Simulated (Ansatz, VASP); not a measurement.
# HC12: VASP beside Ansatz

```
C H
1.0
     4.88927    0.00000    0.00000
    -2.44463    6.77393    0.00000
     0.00000    0.00000   22.76841
C H
24 2
Cartesian
  1.2223 2.0604 4.0000
  0.0000 5.4473 4.0000
  3.6669 2.0604 4.0000
  2.4446 5.4473 4.0000
  0.0000 2.2089 4.6899
  -1.2223 5.5958 4.6899
  2.4446 2.2089 4.6899
  1.2223 5.5958 4.6899
  0.0000 2.5015 6.0706
  -1.2223 5.8884 6.0706
  2.4446 2.5015 6.0706
  1.2223 5.8884 6.0706
  1.2223 2.6576 6.7406
  0.0000 6.0446 6.7406
  3.6669 2.6576 6.7406
  2.4446 6.0446 6.7406
  1.2223 3.0017 8.1764
  0.0000 6.3887 8.1764
  3.6669 3.0017 8.1764
  2.4446 6.3887 8.1764
  0.0000 3.1526 8.7684
  -1.2223 6.5396 8.7684
  2.4446 3.1526 8.7684
  1.2223 6.5396 8.7684
  -1.0219 5.9841 9.8584
  -1.4228 7.0950 9.8584
```

Alike in both runs: task single point; functional LDA; k mesh 6 × 4 × 1; occupations gaussian, width 0.05 eV; no spin polarisation.

```csv
,VASP,Ansatz
version,VASP 6.6.1,Ansatz 0.2.0
potentials or method,"VASP PAW LDA potentials, release 64 (C, H), cutoff 520 eV","scalar-relativistic, plane waves, PAW"
valence electrons in the cell,98,98
```

```csv
,VASP,Ansatz,Ansatz less VASP
gap on the k mesh at the Fermi level (eV),none,none,-
rms of the force components (eV/Å),1.401,1.409,+0.0080
```

Ansatz warns that its potentials were made for another functional, while VASP's fit it. LDA's correlation is that of Perdew and Zunger in VASP and of Perdew and Wang (1992) in Ansatz. Atom by atom the forces differ by 0.023 eV/Å (rms over components). A gap of «none» marks a metal or a gap that the smearing closes.
